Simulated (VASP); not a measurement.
Input of a VASP 6.6.1 run:

Contents of INCAR:

```
PREC     = Accurate       # precision mode
ENCUT    = 600            # plane-wave cutoff, eV
EDIFF    = 1E-7           # SCF threshold, eV
ISMEAR   = 0              # smearing method
SIGMA    = 0.1            # smearing width, eV
LREAL    = False          # projectors in reciprocal space
LASPH    = True           # aspherical terms in the spheres
NELM     = 100            # most SCF steps
ALGO     = Normal         # electronic algorithm
ISIF     = 3              # what is computed and relaxed
LWAVE    = False          # write WAVECAR
LCHARG   = False          # write CHGCAR
GGA      = PE             # functional
IBRION   = 2              # ionic algorithm
NSW      = 90             # ionic steps
EDIFFG   = -0.04          # ionic threshold
```

Contents of KPOINTS:

```
Automatic mesh
0
Gamma
  6 6 2
```

POSCAR

```
Sc2BF2
1.0
    3.0315000000      0.0000000000      0.0000000000
   -1.5157500000      2.6253560100      0.0000000000
    0.0000000000      0.0000000000      7.5484584100
Sc B F
2 1 2
Direct
    0.0000000000      0.0000000000      0.4326711300
    0.3333333300      0.6666666700      0.7635113900
    0.0000000000      0.0000000000      0.0000000000
    0.0000000000      0.0000000000      0.1706308700
    0.6666666700      0.3333333300      0.5980912600
```

Potentials or basis: VASP PAW PBE potentials, release 64 (Sc_sv, B, F).

Command:

```sh
$ cat potpaw_PBE.64/Sc_sv/POTCAR potpaw_PBE.64/B/POTCAR potpaw_PBE.64/F/POTCAR > POTCAR
$ mpirun -np 1 vasp_std > vasp.out
```

**Question.** Predict the band gap on the k mesh.

**Answer.** Zero (an odd number of electrons rules out a gap without spin polarisation).

**Question.** Predict the relaxed volume.

**Answer.** 16.31 Å³/atom.

**Question.** Predict the relaxed cell.

**Answer.** a = 3.210 Å, b = 3.210 Å, c = 9.139 Å, α = 90.00°, β = 90.00°, γ = 120.00°.

**Question.** Predict the space group after relaxing (to 0.1 Å).

**Answer.** P3m1 (No. 156).

Stress tensor (GPa, compression positive):
```
0.01 0.00 0.00
0.00 0.01 0.00
0.00 0.00 0.12
```

Caveat: the k points lie up to 0.38 Å⁻¹ apart in the final cell, too coarse for converged energies and pressures of a metal; the volume moved by over 15 % at a fixed basis, so the end points are rough; an odd number of electrons without spin polarisation forces a metal; a magnetic or distorted state may lie lower.
